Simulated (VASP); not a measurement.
# Co: single point with PBEsol

The system is Co.

```
CELL_PARAMETERS angstrom
2.42087 0.00000 0.00000
-1.21043 2.09653 0.00000
0.00000 0.00000 3.92945
ATOMIC_POSITIONS crystal
Co 0.33333 0.66667 0.25000
Co 0.66667 0.33333 0.75000
```

```json
{
  "Program": "VASP 6.6.1",
  "Task": "single point",
  "Functional": "PBEsol",
  "Potentials or basis": "VASP PAW PBE potentials, release 64 (Co)",
  "Cutoff": "520 eV",
  "k mesh": "15 × 15 × 8",
  "Occupations": "gaussian, width 0.05 eV",
  "Spin": "collinear spin, ferromagnetic start",
  "Starting moments": "[1.71, 1.71] μB",
  "Dipole correction": "no",
  "Further INCAR settings": "ALGO = Fast; EDIFF = 1e-06; NBANDS = 20"
}
```

```
Pressure                                              : 9.6 GPa
Net moment                                            : 3.11 μB per cell
Site moments                                          : Co +1.55 μB
Valence electrons inside the program's atomic spheres : Co 8.45
```

Stress tensor (GPa, compression positive):
```
10.56  0.00  0.00
 0.00 10.56  0.00
 0.00  0.00  7.74
```

Levels at points of the mesh, in eV from the Fermi level:
Spin up:
```tsv
k point	band 9	band 10	band 11	band 12	band 13	band 14
(0.00, 0.00, 0.00)	-1.92	-0.67	-0.67	-0.23	7.07	22.68
(0.00, 0.00, 0.50)	-1.02	-1.02	-1.02	-1.02	15.87	15.87
```
Spin down:
| k point | band 5 | band 6 | band 7 | band 8 | band 9 | band 10 |
| --- | --- | --- | --- | --- | --- | --- |
| (0.00, 0.00, 0.00) | -1.13 | -0.72 | -0.72 | -0.23 | -0.23 | -0.19 |
| (0.00, 0.00, 0.50) | -1.20 | -1.20 | -1.20 | -1.20 | 0.75 | 0.75 |

Wall time 74 s on 1 thread of AMD EPYC 9R45 96-Core Processor (Zen 5), on a shared host, peak memory 0.16 GiB.

Caveat: the PAW data sets were made with another functional, which shifts forces and pressure a little.
